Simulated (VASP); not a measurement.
# PbS (Pm-3m) in VASP: further runs, part 2 of 2

VASP 6.6.1. The steps go on from the part before.

## 3. Single point, PBE, non-collinear spin, zero start, spin-orbit coupling

INCAR reads:

```
SYSTEM = PbS
PREC     = Accurate       ! precision mode
ENCUT    = 520            ! plane-wave cutoff, eV
EDIFF    = 1E-6           ! SCF threshold, eV
ISMEAR   = -1             ! smearing method
SIGMA    = 0.05           ! smearing width, eV
LREAL    = .False.        ! projectors in reciprocal space
LASPH    = .True.         ! aspherical terms in the spheres
NELM     = 150            ! most SCF steps
ALGO     = Normal         ! electronic algorithm
ISIF     = 2              ! what is computed and relaxed
LWAVE    = .False.        ! write WAVECAR
LCHARG   = .False.        ! write CHGCAR
MAGMOM   = 0 0 0 0 0 0    ! initial moments
LORBIT   = 11             ! projections on sites
LSORBIT  = .True.         ! spin-orbit coupling
GGA_COMPAT= .False.      
LORBMOM  = .True.       
GGA      = PE             ! functional
NBANDS   = 32             ! bands
```

KPOINTS reads:

```
Automatic mesh
0
Gamma
  5 5 5
  0 0 0
```

POSCAR reads:

```
PbS
1.0
    3.6536590000      0.0000000000      0.0000000000
    0.0000000000      3.6536590000      0.0000000000
    0.0000000000      0.0000000000      3.6536590000
Pb S
1 1
Direct
    0.0000000000      0.0000000000      0.0000000000
    0.5000000000      0.5000000000      0.5000000000
```

Potentials or basis: VASP PAW PBE potentials, release 64 (Pb_d, S).

Launch:

```console
cat potpaw_PBE.64/Pb_d/POTCAR potpaw_PBE.64/S/POTCAR > POTCAR
mpirun -np 1 vasp_ncl > vasp.out
```

OUTCAR:

```text
SYSTEM = PbS
   PREC = Accurate
   ENCUT = 520
   EDIFF = 1E-6
   ISMEAR = -1
   LREAL = .False.
   LASPH = .True.
   NELM = 150
   ISIF = 2
   LORBIT = 11
   LSORBIT = .True.
   GGA = PE

 ion  position               nearest neighbor table
   1  0.000  0.000  0.000-   2 3.16   2 3.16   2 3.16   2 3.16   2 3.16   2 3.16   2 3.16   2 3.16

   2  0.500  0.500  0.500-   1 3.16   1 3.16   1 3.16   1 3.16   1 3.16   1 3.16   1 3.16   1 3.16

  LATTYP: Found a simple cubic cell.
 ALAT       =     3.6536590000

  Lattice vectors:

 A1 = (   3.6536590000,   0.0000000000,   0.0000000000)
 A2 = (   0.0000000000,   3.6536590000,   0.0000000000)
 A3 = (   0.0000000000,   0.0000000000,   3.6536590000)

[... 627 lines left out ...]
 l=   3
     0.0000000     0.0000000     0.0000000     0.0000000     0.0000000     0.0000000     0.0000000
     0.0000000     0.0000000     0.0000000     0.0000000     0.0000000     0.0000000     0.0000000
     0.0000000     0.0000000     0.0000000     0.0000000     0.0000000     0.0000000     0.0000000
     0.0000000     0.0000000     0.0000000     0.0000000     0.0000000     0.0000000     0.0000000
     0.0000000     0.0000000     0.0000000     0.0000000     0.0000000     0.0000000     0.0000000
     0.0000000     0.0000000     0.0000000     0.0000000     0.0000000     0.0000000     0.0000000
     0.0000000     0.0000000     0.0000000     0.0000000     0.0000000     0.0000000     0.0000000

 total charge

# of ion       s       p       d       tot
------------------------------------------
    1        1.467   0.499   9.840  11.806
    2        1.365   2.289   0.000   3.654
--------------------------------------------------
tot          2.832   2.788   9.840  15.460

 magnetization (x)

# of ion       s       p       d       tot
------------------------------------------
    1        0.000   0.000  -0.000   0.000
    2        0.000  -0.000   0.000   0.000
--------------------------------------------------
tot          0.000   0.000  -0.000   0.000

 magnetization (y)

# of ion       s       p       d       tot
------------------------------------------
    1        0.000  -0.000   0.000  -0.000
    2       -0.000  -0.000   0.000  -0.000
--------------------------------------------------
tot         -0.000  -0.000   0.000  -0.000

 magnetization (z)

# of ion       s       p       d       tot
------------------------------------------
    1        0.000  -0.000   0.000   0.000
    2       -0.000   0.000   0.000  -0.000
--------------------------------------------------
tot          0.000  -0.000   0.000  -0.000
```

OSZICAR:

```text
N       E                     dE             d eps       ncg     rms          rms(c)
DAV:   1     0.215806878034E+03    0.21581E+03   -0.91464E+03   640   0.135E+03
DAV:   2     0.155743625657E+02   -0.20023E+03   -0.19079E+03   640   0.394E+02
DAV:   3    -0.809639579025E+01   -0.23671E+02   -0.22877E+02   848   0.147E+02
DAV:   4    -0.919008749899E+01   -0.10937E+01   -0.10912E+01   752   0.316E+01
DAV:   5    -0.923920285155E+01   -0.49115E-01   -0.49110E-01  1000   0.701E+00    0.426E+00
DAV:   6    -0.864092345895E+01    0.59828E+00   -0.11747E+00   944   0.998E+00    0.278E+00
DAV:   7    -0.864880267642E+01   -0.78792E-02   -0.17121E-01   752   0.236E+00    0.195E+00
DAV:   8    -0.865225576562E+01   -0.34531E-02   -0.44011E-02   848   0.225E+00    0.949E-01
DAV:   9    -0.864565677301E+01    0.65990E-02   -0.15510E-02   928   0.120E+00    0.243E-01
DAV:  10    -0.864579509051E+01   -0.13832E-03   -0.14072E-03   824   0.212E-01    0.631E-02
DAV:  11    -0.864586801371E+01   -0.72923E-04   -0.14057E-04   848   0.774E-02    0.725E-02
DAV:  12    -0.864584203917E+01    0.25975E-04   -0.11355E-04   880   0.712E-02    0.932E-03
DAV:  13    -0.864583846733E+01    0.35718E-05   -0.17995E-05   864   0.445E-02    0.585E-03
DAV:  14    -0.864583807344E+01    0.39389E-06   -0.15649E-06   608   0.917E-03
   1 F= -.86458381E+01 E0= -.86402401E+01  d E =-.111960E-01  mag=     0.0000    -0.0000     0.0000
```

stdout:

```text
POSCAR found type information on POSCAR PbS
 POSCAR found :  2 types and       2 ions
 scaLAPACK will be used
 LDA part: xc-table for (Slater+PW92), standard interpolation
 POSCAR, INCAR and KPOINTS ok, starting setup
 FFT: planning ... GRIDC
 FFT: planning ... GRID_SOFT
 FFT: planning ... GRID
 WAVECAR not read
 entering main loop
```

Wall time 34 s (1 thread of Intel Xeon Platinum 8259CL at 2.50GHz (Skylake/Cascade Lake), shared host); peak memory 0.25 GiB.

What came out:

| Quantity | Value |
| --- | --- |
| Free energy | -8.6458 eV |
| Pressure | -0.6 GPa |
| Net moment | 0.00 μB per cell |
| Valence electrons inside the program's atomic spheres | Pb 11.81; S 3.65 |

Moments on the atoms (μB; x, y, z):
```
Pb  0.00 0.00 0.00
S   0.00 0.00 0.00
```

## 4. Single point, HSE06

This run uses another cell than the first one, of 25.36 Å³/atom.

POSCAR reads:

```
PbS
1.0
    3.7017389742      0.0000000000      0.0000000000
    0.0000000000      3.7017389742      0.0000000000
    0.0000000000      0.0000000000      3.7017389742
Pb S
1 1
Direct
    0.0000000000      0.0000000000      0.0000000000
    0.5000000000      0.5000000000      0.5000000000
```

INCAR.step1 reads:

```
SYSTEM = PbS
ALGO = Normal
EDIFF = 1E-5
ENCUT = 520
GGA = PE
ISIF = 2
ISMEAR = -1
LASPH = .True.
LCHARG = .False.
LREAL = .False.
LWAVE = .True.
NBANDS = 17
NELM = 60
PREC = Accurate
SIGMA = 0.05
```

INCAR.step2 reads:

```
SYSTEM = PbS
ALGO = Normal
EDIFF = 1E-6
ENCUT = 520
GGA = PE
HFSCREEN = 0.2079
ISIF = 2
ISMEAR = -1
ISTART = 1
LASPH = .True.
LCHARG = .False.
LHFCALC = .True.
LREAL = .False.
LWAVE = .False.
NBANDS = 17
NELM = 60
PREC = Accurate
PRECFOCK = Normal
SIGMA = 0.05
```

KPOINTS reads:

```
k-points
0
Gamma
  4 4 4
  0 0 0
```

Launch:

```console
cat potpaw_PBE.64/Pb_d/POTCAR potpaw_PBE.64/S/POTCAR > POTCAR
cp INCAR.step1 INCAR
mpirun -np 1 vasp_std > vasp.out
cp INCAR.step2 INCAR
mpirun -np 1 vasp_std > vasp.out
```

Run time: 5.5 min. Hardware: 1 thread of Intel Xeon 6975P-C (Granite Rapids), shared host; peak memory 0.27 GiB.

Results (log left out):

```
Free energy            : -9.7397 eV
Pressure               : -3.2 GPa
Band gap on the k mesh : 0.15 eV (least direct gap 0.91 eV)
```

Levels at points of the mesh, in eV from the valence-band top:
```csv
k point,band 8,band 9,band 10,band 11,band 12,band 13
"(0.00, 0.00, 0.00)",-1.57,-1.57,-1.57,6.36,6.36,7.35
"(0.50, 0.00, 0.00)",-0.41,-0.41,0.00,0.91,4.68,4.68
"(0.50, 0.50, 0.00)",-4.54,-4.54,-0.17,5.01,5.01,6.69
"(0.50, 0.50, 0.50)",-2.41,-2.41,-2.41,0.15,0.15,0.15
```

Caveat: the k points lie up to 0.42 Å⁻¹ apart; the PAW data sets were made with another functional, which shifts forces and pressure a little; spin-orbit coupling is left out, which moves the levels of the heavy elements.

## 5. Overview

```csv
task,level,spin,cell,k mesh,cutoff (eV),grid for exact exchange (PRECFOCK),share of exact exchange,screening parameter,gap on the mesh (eV),pressure (GPa)
relaxation of cell and atoms,PBE,off,"relaxed from a = 3.654 Å, 2 atoms",7 × 7 × 7,600,-,-,-,0.12,0.0
single point,PBE,"non-collinear, zero start, SOC","a = 3.654 Å, 2 atoms",5 × 5 × 5,520,-,-,-,-,-0.6
single point,HSE06,off,"a = 3.702 Å, 2 atoms",4 × 4 × 4,520,Normal,0.25,0.2079 1/Å,0.15,-3.2
```

Alike in all rows: potentials or basis VASP PAW PBE potentials, release 64 (Pb_d, S); smearing fermi-dirac 0.05 eV.

Caveats: some runs use coarse meshes; spin-orbit coupling is left out, which moves the levels of the heavy elements (at least some runs); the relaxation stopped at its first step, so nothing moved (at least some runs); an odd mesh through Γ misses points on the zone boundary, where band edges can lie (at least some runs); the PAW data sets were made with another functional, which shifts forces and pressure a little (at least some runs).

Total energies depend on the potentials used, so only differences within one code and one set of settings carry meaning.
